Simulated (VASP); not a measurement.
Wanted: the native input for a VASP 6.6.1 run.

| Property | Result |
| --- | --- |
| Task | single point |
| Functional | PBE |
| Potentials or basis | VASP PAW PBE potentials, release 64 (Sr_sv, Ti_sv, O) |
| Cutoff | 520 eV |
| k mesh | 8 × 8 × 8 |
| Occupations | gaussian, width 0.02 eV |
| Spin | no spin polarisation |
| Dipole correction | no |
| Further INCAR settings | ALGO = Normal; EDIFF = 1e-06; NBANDS = 28 |

The structure of SrTiO3 lies in POSCAR:

```
SrTiO3
1.0
    3.9364035669      0.0000000000      0.0000000000
    0.0000000000      3.9364035669      0.0000000000
    0.0000000000      0.0000000000      3.9364035669
Sr Ti O
1 1 3
Direct
    0.0000000000      0.0000000000      0.0000000000
    0.5000000000      0.5000000000      0.5000000000
    0.0000000000      0.5000000000      0.5000000000
    0.5000000000      0.0000000000      0.5000000000
    0.5000000000      0.5000000000      0.0000000000
```

These files were run (other wordings do the same):

INCAR

```
  ALGO = Normal
  EDIFF = 1E-6
  ENCUT = 520
  GGA = PE
  ISIF = 2
  ISMEAR = 0
  LASPH = True
  LCHARG = False
  LREAL = False
  LWAVE = False
  NBANDS = 28
  NELM = 80
  PREC = Accurate
  SIGMA = 0.02
```

KPOINTS

```
k-points
0
Gamma
  8 8 8
```

Potentials or basis: VASP PAW PBE potentials, release 64 (Sr_sv, Ti_sv, O).

Command:

```console
$ cat potpaw_PBE.64/Sr_sv/POTCAR potpaw_PBE.64/Ti_sv/POTCAR potpaw_PBE.64/O/POTCAR > POTCAR
$ mpirun -np 1 vasp_std > vasp.out
```

It gave:

```
Pressure               : 0.7 GPa
Band gap on the k mesh : 1.81 eV, indirect (least direct gap 2.18 eV)
```

Wall time 37 s on 1 thread of AMD EPYC 9R14 (Zen 4), on a shared host, peak memory 0.18 GiB.
